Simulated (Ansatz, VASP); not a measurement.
**LiCl in VASP and in Ansatz**

```
CELL_PARAMETERS angstrom
0.00000 2.54212 2.54212
2.54212 0.00000 2.54212
2.54212 2.54212 0.00000
ATOMIC_POSITIONS crystal
Li 0.00000 0.00000 0.00000
Cl 0.50000 0.50000 0.50000
```

Alike in both runs: task single point; functional LDA; k mesh 6 × 6 × 6; occupations gaussian, width 0.1 eV; no spin polarisation.

|  | VASP | Ansatz |
| --- | --- | --- |
| version | VASP 6.6.1 | Ansatz 0.2.0 |
| potentials or method | VASP PAW LDA potentials, release 64 (Li_sv, Cl), cutoff 520 eV | scalar-relativistic, plane waves, PAW |
| valence electrons in the cell | 10 | 10 |

Ansatz gave:

```
gap on the k mesh at the Fermi level (eV) : 6.15
least direct gap on the mesh (eV)         : 6.15
```

Task: Which values does VASP return?

Result: gap on the k mesh at the Fermi level (eV): 6.16; least direct gap on the mesh (eV): 6.16.

Ansatz warns that its potentials were made for another functional, while VASP's fit it. LDA's correlation is that of Perdew and Zunger in VASP and of Perdew and Wang (1992) in Ansatz.

Noted on VASP's run: the cutoff is short for stress, so the pressure is rough.
